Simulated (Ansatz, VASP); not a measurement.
**Two plane-wave programs on YGa3As2**

File INCAR:

```
SYSTEM = YGa3As2
  PREC = Accurate
  ENCUT = 600
  EDIFF = 1E-6
  ISMEAR = 0
  SIGMA = 0.1
  LREAL = .False.
  LASPH = .True.
  NELM = 60
  ALGO = Fast
  ISIF = 3
  LWAVE = .False.
  LCHARG = .False.
  GGA = PE
  IBRION = 2
  NSW = 90
  EDIFFG = -0.04
```

KPOINTS

```
Automatic mesh
0
Gamma
  4 4 4
  0 0 0
```

Contents of POSCAR:

```
YGa3As2
1.0
    4.3723391900      0.0000000000      0.0000000000
    0.0000000000      4.3723391900      0.0000000000
    0.0000000000      0.0000000000      6.1834213800
Y Ga As
1 3 2
Direct
    0.5000000000      0.5000000000      0.0000000000
    0.0000000000      0.0000000000      0.0000000000
    0.5000000000      0.5000000000      0.5000000000
    0.0000000000      0.0000000000      0.5000000000
    0.5000000000      0.0000000000      0.7500000000
    0.0000000000      0.5000000000      0.2500000000
```

Input for Ansatz:

```yaml
crystal:
  lattice:
    - [4.37233919, 0.0, 0.0]
    - [0.0, 4.37233919, 0.0]
    - [0.0, 0.0, 6.18342138]
  atoms:
    - { symbol: "Y", position: [0.5, 0.5, 0.0] }
    - { symbol: Ga, position: [0.0, 0.0, 0.0] }
    - { symbol: Ga, position: [0.5, 0.5, 0.5] }
    - { symbol: Ga, position: [0.0, 0.0, 0.5] }
    - { symbol: As, position: [0.5, 0.0, 0.75] }
    - { symbol: As, position: [0.0, 0.5, 0.25] }
basis:
  ecutwfc: 420
kpoints:
  mp_grid: { grid: [4, 4, 4] }
hamiltonian:
  xc: pbe
scf:
  occupations: { method: gaussian, width: 0.1 }
  lower_state_search: "off"
output:
  forces: true
  stress: true
  eigenvalues: true
relax:
  adjacent_minimum: "off"
  f_tol: 0.04
  max_steps: 70
  cell: { stress_tol: 0.4 }
```

Alike in both runs: task relaxation of cell and atoms; functional PBE; k mesh 4 × 4 × 4; occupations gaussian, width 0.1 eV; no spin polarisation.

```csv
,VASP,Ansatz
version,VASP 6.6.1,Ansatz 0.2.0
potentials or method,"VASP PAW PBE potentials, release 64 (Y_sv, Ga_d, As), cutoff 600 eV","scalar-relativistic, plane waves, PAW"
valence electrons in the cell,60,80
```

```tsv
	VASP	Ansatz	Ansatz less VASP
gap on the k mesh at the Fermi level, each at its own relaxed structure (eV)	none	none	-
relaxed volume (Å³/atom)	24.91	23.19	-1.721
relaxed cell length with the largest relative difference (Å)	7.805	7.367	-0.4384
```

A gap of «none» marks a metal or a gap that the smearing closes. One of these differences is far larger than is usual between the two programs; its cause wasn't traced. VASP's potentials hold 60 valence electrons a cell and Ansatz's 80, so a difference there can come from the potentials and not from the codes.

Noted on VASP's run: the volume moved by over 15 % at a fixed basis, so the end points are rough.
